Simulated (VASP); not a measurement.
# MnB6 (Cmmm) in VASP: further runs

Runs on MnB6. Level: PBE. Tasks: single point.

Program: VASP 6.6.1. These are calculated values, not measurements. Logs are shortened: lines on timing, memory, paths and dates and some standing lists are left out, and cuts for length are marked.

### Step 1. The cell of the first run

It takes space group Cmmm (No. 65, orthorhombic). Conventional cell: a = 5.084 Å, b = 5.845 Å, c = 3.620 Å, α = 90.00°, β = 90.00°, γ = 90.00°. Mn (site symmetry mmm) has 12 B at 2.07 to 2.14 Å within 2.7 Å. B (site symmetry 2) has 4 B at 1.73 to 1.84 Å and 2 Mn at 2.14 Å within 2.3 Å. Within 2.3 Å of B (site symmetry 2mm) lie 5 B at 1.73 to 2.02 Å and 2 Mn at 2.07 Å.

### Step 2. Single point, PBE

The input, INCAR:

```
PREC     = Accurate       # precision mode
ENCUT    = 520            # plane-wave cutoff, eV
EDIFF    = 1E-6           # SCF threshold, eV
ISMEAR   = 0              # smearing method
SIGMA    = 0.2            # smearing width, eV
LREAL    = F              # projectors in reciprocal space
LASPH    = T              # aspherical terms in the spheres
NELM     = 80             # most SCF steps
ALGO     = Normal         # electronic algorithm
ISIF     = 2              # what is computed and relaxed
LWAVE    = F              # write WAVECAR
LCHARG   = F              # write CHGCAR
GGA      = PE             # functional
NBANDS   = 24             # bands
```

The input, KPOINTS:

```
regular mesh
0
Gamma
  6 6 6
```

The input, POSCAR:

```
MnB6
1.0
    0.0000000000      0.0000000000      3.6199658088
    2.5417712266     -2.9226113313      0.0000000000
    2.5417712266      2.9226113313      0.0000000000
Mn B
1 6
Direct
    0.0000000000      0.0000000000      0.0000000000
    0.2538392667      0.5000000000      0.0000000000
    0.7461607333      0.0000000000      0.5000000000
    0.7461607333      0.5000000000      0.0000000000
    0.2538392667      0.0000000000      0.5000000000
    0.5000000000      0.8015342534      0.8015342534
    0.5000000000      0.1984657466      0.1984657466
```

Potentials or basis: VASP PAW PBE potentials, release 64 (Mn_pv, B).

On the command line:

```bash
$ cat potpaw_PBE.64/Mn_pv/POTCAR potpaw_PBE.64/B/POTCAR > POTCAR
$ mpirun -np 1 vasp_std > vasp.out
```

OUTCAR:

```text
PREC = Accurate
   ENCUT = 520
   EDIFF = 1E-6
   ISMEAR = 0
   LREAL = F
   LASPH = T
   NELM = 80
   ISIF = 2
   GGA = PE

 ion  position               nearest neighbor table
   1  0.000  0.000  0.000-   6 2.07   7 2.07   6 2.07   7 2.07   2 2.14   3 2.14   3 2.14   5 2.14
                             2 2.14   4 2.14   4 2.14   5 2.14
   2  0.254  0.500  0.000-   6 1.73   7 1.73   4 1.78   4 1.84   1 2.14   1 2.14
   3  0.746  0.000  0.500-   6 1.73   7 1.73   5 1.78   5 1.84   1 2.14   1 2.14
   4  0.746  0.500  0.000-   6 1.73   7 1.73   2 1.78   2 1.84   1 2.14   1 2.14
   5  0.254  0.000  0.500-   6 1.73   7 1.73   3 1.78   3 1.84   1 2.14   1 2.14
   6  0.500  0.802  0.802-   2 1.73   3 1.73   4 1.73   5 1.73   7 2.02   1 2.07   1 2.07
   7  0.500  0.198  0.198-   2 1.73   3 1.73   4 1.73   5 1.73   6 2.02   1 2.07   1 2.07

  LATTYP: Found a base centered orthorhombic cell.
 ALAT       =     5.0835424532
 B/A-ratio  =     1.1498325659
 C/A-ratio  =     0.7120951270

  Lattice vectors:

 A1 = (   2.5417712266,  -2.9226113313,   0.0000000000)
 A2 = (   2.5417712266,   2.9226113313,   0.0000000000)
 A3 = (   0.0000000000,   0.0000000000,   3.6199658088)

Analysis of symmetry for initial positions (statically):
=====================================================================
 Subroutine PRICEL returns:
 Original cell was already a primitive cell.

 Routine SETGRP: Setting up the symmetry group for a
 base centered orthorhombic supercell.

 Subroutine GETGRP returns: Found  8 space group operations
 (whereof  8 operations were pure point group operations)
 out of a pool of  8 trial point group operations.

The static configuration has the point symmetry D_2h.

Analysis of symmetry for dynamics (positions and initial velocities):
=====================================================================
 Subroutine PRICEL returns:
 Original cell was already a primitive cell.

 Routine SETGRP: Setting up the symmetry group for a
 base centered orthorhombic supercell.

 Subroutine GETGRP returns: Found  8 space group operations
 (whereof  8 operations were pure point group operations)
 out of a pool of  8 trial point group operations.

The dynamic configuration has the point symmetry D_2h.

 Subroutine INISYM returns: Found  8 space group operations
 (whereof  8 operations are pure point group operations),
 and found     1 'primitive' translations

----------------------------------------------------------------------------------------

                                     Primitive cell

  volume of cell :      53.7826

  direct lattice vectors                    reciprocal lattice vectors
     0.000000000  0.000000000  3.619965809     0.000000000  0.000000000  0.276245703
     2.541771227 -2.922611331  0.000000000     0.196713219 -0.171079881  0.000000000
     2.541771227  2.922611331  0.000000000     0.196713219  0.171079881  0.000000000

  length of vectors
     3.619965809  3.873274837  3.873274837     0.276245703  0.260699859  0.260699859

  position of ions in fractional coordinates (direct lattice)
     0.000000000  0.000000000  0.000000000
     0.253839267  0.500000000  0.000000000
     0.746160733  0.000000000  0.500000000
     0.746160733  0.500000000  0.000000000
     0.253839267  0.000000000  0.500000000
     0.500000000  0.801534253  0.801534253
     0.500000000  0.198465747  0.198465747

  ion indices of the primitive-cell ions
   primitive index   ion index
                 1           1
                 2           2
                 3           3
                 4           4
                 5           5
                 6           6
                 7           7

----------------------------------------------------------------------------------------

 KPOINTS: regular mesh

Automatic generation of k-mesh.
 Grid dimensions read from file:
 generate k-points for:    6    6    6

 Generating k-lattice:

  Cartesian coordinates                     Fractional coordinates (reciprocal lattice)
[... 45 lines left out ...]
  volume of cell :       53.78
 maximum number of plane-waves:      1464
 NGX is ok and might be reduce to    28
   NGX = 13   NGY = 15   NGZ = 15

 number of electron      30.9999991 magnetization

 Free energy of the ion-electron system (eV)
  ---------------------------------------------------
  ext. energy  EPLUGINS =         0.00000000
  ---------------------------------------------------
  free energy    TOTEN  =       -49.39808655 eV

  energy without entropy =      -49.36862206  energy(sigma->0) =      -49.38335431

 E-fermi :   7.3735     XC(G=0): -12.1093

 val. band max:        7.3513839720   @ k =   0.1667   0.5000   0.5000
 cond. band min:       7.3967277908   @ k =   0.1667   0.5000   0.3333
 fundamental gap:      0.0453438188
 Fermi energy:         7.3734776998

 k-point     1 :       0.0000    0.0000    0.0000
  band No.  band energies     occupation
      1     -40.7698      2.00000
      2     -40.7471      2.00000
      3     -40.6192      2.00000
      4      -7.7423      2.00000
      5      -2.4388      2.00000
      6      -0.4784      2.00000
[... 16 lines left out ...]
     23      14.6312      0.00000
     24      15.2582      0.00000

 k-point     2 :       0.1667    0.0000    0.0000
  band No.  band energies     occupation
      1     -40.7699      2.00000
      2     -40.7468      2.00000
      3     -40.6216      2.00000
      4      -7.5100      2.00000
      5      -2.2803      2.00000
      6      -1.3371      2.00000
[... 16 lines left out ...]
     23      12.9046      0.00000
     24      15.3739      0.00000

 k-point     3 :       0.3333    0.0000    0.0000
  band No.  band energies     occupation
      1     -40.7699      2.00000
      2     -40.7464      2.00000
      3     -40.6264      2.00000
      4      -6.8871      2.00000
      5      -3.0684      2.00000
      6      -1.8631      2.00000
[... 16 lines left out ...]
     23      14.2989      0.00000
     24      14.4932      0.00000
[... 514 lines left out ...]
 k-point    23 :       0.3333    0.3333    0.1667
  band No.  band energies     occupation
      1     -40.7712      2.00000
      2     -40.7481      2.00000
      3     -40.6265      2.00000
      4      -5.7971      2.00000
      5      -3.9079      2.00000
      6      -1.9501      2.00000
[... 16 lines left out ...]
     23      13.4208      0.00000
     24      14.4111      0.00000

 k-point    24 :       0.5000    0.3333    0.1667
  band No.  band energies     occupation
      1     -40.7712      2.00000
      2     -40.7479      2.00000
      3     -40.6289      2.00000
      4      -5.3650      2.00000
      5      -3.6595      2.00000
      6      -2.7561      2.00000
[... 16 lines left out ...]
     23      13.2153      0.00000
     24      16.0700      0.00000

 [... further k-points ...]
[... 5 lines left out ...]
  --------------------------------------------------------------------------------------
  -------------------------------------------------------------------------------------
  Total        0.0234888      0.0947273     -0.0558795      0.0000000      0.0000000      0.0000000
  in kB        0.6997287      2.8219130     -1.6646427      0.0000000      0.0000000      0.0000000
  external PRESSURE =       0.6189997 kB  Pullay stress =       0.0000000 kB

 VOLUME and BASIS-vectors are now :
 -----------------------------------------------------------------------------
  energy-cutoff  :      520.00
  volume of cell :       53.78
      direct lattice vectors                 reciprocal lattice vectors
     0.000000000  0.000000000  3.619965809     0.000000000  0.000000000  0.276245703
     2.541771227 -2.922611331  0.000000000     0.196713219 -0.171079881  0.000000000
     2.541771227  2.922611331  0.000000000     0.196713219  0.171079881  0.000000000

 POSITION                                       TOTAL-FORCE (eV/Angst)
 -----------------------------------------------------------------------------------
      0.00000      0.00000      0.00000         0.000000      0.000000      0.000000
      1.27089     -1.46131      0.91889         0.000000     -0.000000     -0.006355
      1.27089      1.46131      2.70108         0.000000      0.000000      0.006355
      1.27089     -1.46131      2.70108         0.000000      0.000000      0.006355
      1.27089      1.46131      0.91889         0.000000      0.000000     -0.006355
      4.07463      0.00000      1.80998        -0.016292      0.000000      0.000000
      1.00891      0.00000      1.80998         0.016292      0.000000      0.000000
 -----------------------------------------------------------------------------------
    total drift:                               -0.000000     -0.000000     -0.000000

  FREE ENERGIE OF THE ION-ELECTRON SYSTEM (eV)
  ---------------------------------------------------
  free  energy   TOTEN  =       -49.3980865545 eV

  energy  without entropy=      -49.3686220613  energy(sigma->0) =      -49.38335431
```

Wall time 96 s (1 thread of Intel Xeon 8259CL, shared host); peak memory 0.2 GiB.

What came out:

- Free energy: -49.3981 eV
- Pressure: 0.1 GPa
- Largest force: 0.016 eV/Å
- Band gap on the k mesh: zero (an odd number of electrons rules out a gap without spin polarisation)

Forces on the atoms (eV/Å):
```
Mn   0.000  0.000  0.000
B    0.000  0.000 -0.006
B    0.000  0.000  0.006
B    0.000  0.000  0.006
B    0.000  0.000 -0.006
B   -0.016  0.000  0.000
B    0.016  0.000  0.000
```

Levels at points of the mesh, in eV from the Fermi level:
```
           k point  band 11  band 12  band 13  band 14  band 15  band 16  band 17  band 18  band 19  band 20
(0.00, 0.00, 0.00)    -4.94    -4.57    -3.45    -2.70    -1.46     1.72     2.04     2.47     3.67     4.36
(0.50, 0.00, 0.00)    -3.21    -2.97    -2.26    -1.68    -1.09    -0.05     1.77     1.88     2.41     4.05
(0.00, 0.50, 0.00)    -4.53    -4.18    -2.87    -2.74    -1.91     0.29     2.44     2.47     3.43     4.56
(0.50, 0.50, 0.00)    -2.68    -2.52    -2.39    -1.72    -1.51    -1.02     1.24     2.46     2.66     3.02
(0.00, 0.50, 0.50)    -4.57    -3.88    -3.20    -2.77    -0.31     0.42     1.82     3.52     3.92     4.60
(0.50, 0.50, 0.50)    -4.64    -2.81    -2.33    -1.31    -1.13    -0.80     1.41     2.96     4.43     5.35
```

Caveat: the run has no spin polarisation, though such a crystal can be magnetic. Spin polarisation is off, so any magnetic state and its effect on volume and gap are missing.

### Step 3. Single point, PBE

The input, INCAR:

```
  PREC = Accurate
  ENCUT = 520
  EDIFF = 1E-6
  ISMEAR = 0
  SIGMA = 0.1
  LREAL = False
  LASPH = True
  NELM = 80
  ALGO = Normal
  ISIF = 2
  LWAVE = False
  LCHARG = False
  GGA = PE
  NBANDS = 24
```

The input, KPOINTS:

```
regular mesh
0
Gamma
  8 8 8
```

The input, POSCAR:

```
MnB6
1.0
    2.5417712266     -2.9226113313      0.0000000000
    2.5417712266      2.9226113313      0.0000000000
    0.0000000000      0.0000000000      3.6199658088
Mn B
1 6
Direct
    0.0000000000      0.0000000000      0.0000000000
    0.5000000000      0.0000000000      0.2538392667
    0.0000000000      0.5000000000      0.7461607333
    0.5000000000      0.0000000000      0.7461607333
    0.0000000000      0.5000000000      0.2538392667
    0.8015342534      0.8015342534      0.5000000000
    0.1984657466      0.1984657466      0.5000000000
```

Potentials or basis: VASP PAW PBE potentials, release 64 (Mn_pv, B).

On the command line:

```bash
$ cat potpaw_PBE.64/Mn_pv/POTCAR potpaw_PBE.64/B/POTCAR > POTCAR
$ mpirun -np 1 vasp_std > vasp.out
```

Wall time 3.7 min (1 thread of Intel Xeon 8259CL, shared host); peak memory 0.25 GiB.

It converged, with:

| Property | Result |
| --- | --- |
| Free energy | -49.3880 eV |
| Pressure | 0.0 GPa |
| Band gap on the k mesh | zero (an odd number of electrons rules out a gap without spin polarisation) |

Forces in eV/Å, atoms in the order of the input:
```
Mn   0.000  0.000  0.000
B    0.000  0.000 -0.002
B    0.000  0.000  0.002
B    0.000  0.000  0.002
B    0.000  0.000 -0.002
B    0.001  0.000  0.000
B   -0.001  0.000  0.000
```

Stress tensor (GPa, compression positive):
```
-0.10  0.00  0.00
 0.00  0.12  0.00
 0.00  0.00 -0.01
```

Levels at points of the mesh, in eV from the Fermi level:
```tsv
k point	band 14	band 15	band 16	band 17	band 18	band 19
(0.00, 0.00, 0.00)	-2.70	-1.46	1.72	2.05	2.47	3.68
(0.50, 0.00, 0.00)	-2.74	-1.91	0.29	2.45	2.47	3.43
(0.50, 0.50, 0.00)	-2.77	-0.31	0.42	1.83	3.53	3.92
(0.00, 0.00, 0.50)	-1.68	-1.09	-0.05	1.77	1.88	2.40
(0.50, 0.00, 0.50)	-1.72	-1.51	-1.02	1.24	2.46	2.66
(0.50, 0.50, 0.50)	-1.30	-1.13	-0.80	1.41	2.96	4.43
```

Caveat: the run has no spin polarisation, though such a crystal can be magnetic. Spin polarisation is off, so any magnetic state and its effect on volume and gap are missing.

### Step 4. Single point, PBE

The input, INCAR:

```
PREC = Accurate
ENCUT = 520
EDIFF = 1E-7
ISMEAR = 0
SIGMA = 0.1
LREAL = F
LASPH = T
NELM = 60
ALGO = Normal
ISIF = 2
LWAVE = F
LCHARG = F
GGA = PE
NBANDS = 24
```

KPOINTS is that of step 3.

The input, POSCAR:

```
MnB6
1.0
    2.5411771374     -2.9228505010      0.0000000000
    2.5411771374      2.9228505010      0.0000000000
    0.0000000000      0.0000000000      3.6201520756
Mn B
1 6
Direct
    0.0000000000      0.0000000000      0.0000000000
    0.5000000000      0.0000000000      0.2538647054
    0.0000000000      0.5000000000      0.7461352946
    0.5000000000      0.0000000000      0.7461352946
    0.0000000000      0.5000000000      0.2538647054
    0.8015395807      0.8015395807      0.5000000000
    0.1984604193      0.1984604193      0.5000000000
```

On the command line:

```bash
$ cat potpaw_PBE.64/Mn_pv/POTCAR potpaw_PBE.64/B/POTCAR > POTCAR
$ mpirun -np 1 vasp_std > vasp.out
```

Run time: 3.8 min. Hardware: 1 thread of Intel Xeon 8259CL, shared host; peak memory 0.25 GiB.

Results (log left out):

| Quantity | Value |
| --- | --- |
| Free energy | -49.3880 eV |
| Pressure | 0.0 GPa |
| Largest force | 0.004 eV/Å |
| Band gap on the k mesh | zero (an odd number of electrons rules out a gap without spin polarisation) |

Forces on the atoms (eV/Å):
```
Mn   0.000  0.000  0.000
B    0.000  0.000 -0.004
B    0.000  0.000  0.004
B    0.000  0.000  0.004
B    0.000  0.000 -0.004
B   -0.001  0.000  0.000
B    0.001  0.000  0.000
```

Stress tensor (GPa, compression positive):
```
-0.04  0.00  0.00
 0.00  0.10  0.00
 0.00  0.00  0.00
```

Levels at points of the mesh, in eV from the Fermi level:
```tsv
k point	band 14	band 15	band 16	band 17	band 18	band 19
(0.00, 0.00, 0.00)	-2.70	-1.46	1.73	2.04	2.47	3.68
(0.50, 0.00, 0.00)	-2.74	-1.91	0.29	2.44	2.47	3.43
(0.50, 0.50, 0.00)	-2.77	-0.31	0.42	1.82	3.53	3.91
(0.00, 0.00, 0.50)	-1.68	-1.10	-0.04	1.77	1.87	2.41
(0.50, 0.00, 0.50)	-1.72	-1.51	-1.02	1.24	2.46	2.66
(0.50, 0.50, 0.50)	-1.31	-1.13	-0.80	1.40	2.96	4.43
```

Caveat: the run has no spin polarisation, though such a crystal can be magnetic.

### Step 5. Single point, PBE, collinear spin, ferromagnetic start

The input, INCAR:

```
PREC     = Accurate       # precision mode
ENCUT    = 520            # plane-wave cutoff, eV
EDIFF    = 1E-6           # SCF threshold, eV
ISMEAR   = 0              # smearing method
SIGMA    = 0.2            # smearing width, eV
LREAL    = False          # projectors in reciprocal space
LASPH    = True           # aspherical terms in the spheres
NELM     = 150            # most SCF steps
ALGO     = Normal         # electronic algorithm
ISIF     = 2              # what is computed and relaxed
LWAVE    = False          # write WAVECAR
LCHARG   = False          # write CHGCAR
ISPIN    = 2              # spin polarisation
MAGMOM   = 4 0 0 0 0 0 0  # initial moments
LORBIT   = 11             # projections on sites
LMAXMIX  = 4              # l up to which the mixer works
GGA      = PE             # functional
NBANDS   = 28             # bands
```

The input, KPOINTS:

```
Automatic mesh
0
Gamma
  4 4 4
```

The input, POSCAR:

```
MnB6
1.0
    2.9253038605     -2.5374311326      0.0000000000
    2.9253038605      2.5374311326      0.0000000000
    0.0000000000      0.0000000000      3.6214781511
Mn B
1 6
Direct
    0.0000000000      0.0000000000      0.0000000000
    0.0000000000      0.5000000000      0.2536770076
    0.5000000000      0.0000000000      0.7463229924
    0.0000000000      0.5000000000      0.7463229924
    0.5000000000      0.0000000000      0.2536770076
    0.8012263407      0.1987736593      0.5000000000
    0.1987736593      0.8012263407      0.5000000000
```

On the command line:

```bash
$ cat potpaw_PBE.64/Mn_pv/POTCAR potpaw_PBE.64/B/POTCAR > POTCAR
$ mpirun -np 1 vasp_std > vasp.out
```

It took 2.1 min on 1 thread of Intel Xeon 8259CL, shared host; peak memory 0.2 GiB.

The run converged. Its results:

```
Free energy                                           : -49.3945 eV
Pressure                                              : 0.0 GPa
Net moment                                            : 0.00 μB per cell
Valence electrons inside the program's atomic spheres : Mn 12.43; B 1.90, 2.07 (each value once)
```

Stress tensor (GPa, compression positive):
```
 0.01  0.00  0.00
 0.00 -0.12  0.00
 0.00  0.00  0.01
```

Levels at points of the mesh, in eV from the Fermi level:
Spin up:
```tsv
k point	band 14	band 15	band 16	band 17	band 18	band 19
(0.00, 0.00, 0.00)	-2.76	-1.50	1.71	1.99	2.44	3.64
(0.50, 0.00, 0.00)	-2.78	-1.95	0.26	2.39	2.44	3.36
(0.50, 0.50, 0.00)	-2.82	-0.35	0.38	1.75	3.49	3.85
(0.00, 0.00, 0.50)	-1.75	-1.13	-0.07	1.69	1.83	2.37
(0.50, 0.00, 0.50)	-1.77	-1.56	-1.06	1.19	2.41	2.62
(0.50, 0.50, 0.50)	-1.35	-1.17	-0.85	1.37	2.90	4.37
```
Spin down:
```csv
k point,band 12,band 13,band 14,band 15,band 16,band 17,band 18,band 19,band 20,band 21
"(0.00, 0.00, 0.00)",-4.62,-3.52,-2.76,-1.50,1.71,1.99,2.44,3.64,4.31,4.74
"(0.50, 0.00, 0.00)",-4.23,-2.93,-2.78,-1.95,0.26,2.39,2.44,3.36,4.51,5.90
"(0.50, 0.50, 0.00)",-3.94,-3.26,-2.82,-0.35,0.38,1.75,3.49,3.85,4.59,5.02
"(0.00, 0.00, 0.50)",-3.02,-2.33,-1.75,-1.13,-0.07,1.69,1.83,2.37,3.97,4.48
"(0.50, 0.00, 0.50)",-2.57,-2.43,-1.77,-1.56,-1.06,1.19,2.41,2.62,2.97,4.02
"(0.50, 0.50, 0.50)",-2.85,-2.38,-1.35,-1.17,-0.85,1.37,2.90,4.37,5.30,5.78
```

Caveat: the k points lie up to 0.43 Å⁻¹ apart; the moments typed at the start vanished in this run.

### Step 6. Summary

| cell | k mesh | smearing | gap on the mesh (eV) | pressure (GPa) |
| --- | --- | --- | --- | --- |
| a = 3.620, b = 3.873, c = 3.873 Å, angles 98.0, 90.0, 90.0°, 7 atoms, atomic positions A | 6 × 6 × 6 | gaussian 0.2 eV | none | 0.1 |
| a = 3.873, b = 3.873, c = 3.620 Å, angles 90.0, 90.0, 98.0°, 7 atoms, atomic positions A | 8 × 8 × 8 | gaussian 0.1 eV | none | 0.0 |
| a = 3.873, b = 3.873, c = 3.620 Å, angles 90.0, 90.0, 98.0°, 7 atoms, atomic positions B | 8 × 8 × 8 | gaussian 0.1 eV | none | 0.0 |

Alike in all rows: task single point; level PBE; potentials or basis VASP PAW PBE potentials, release 64 (Mn_pv, B); no spin polarisation; cutoff (eV) 520.

Caveats: the run has no spin polarisation, though such a crystal can be magnetic.

Total energies depend on the potentials used, so only differences within one code and one set of settings carry meaning.

The gap in the log of VASP goes by the Fermi energy; the results here count the filled bands.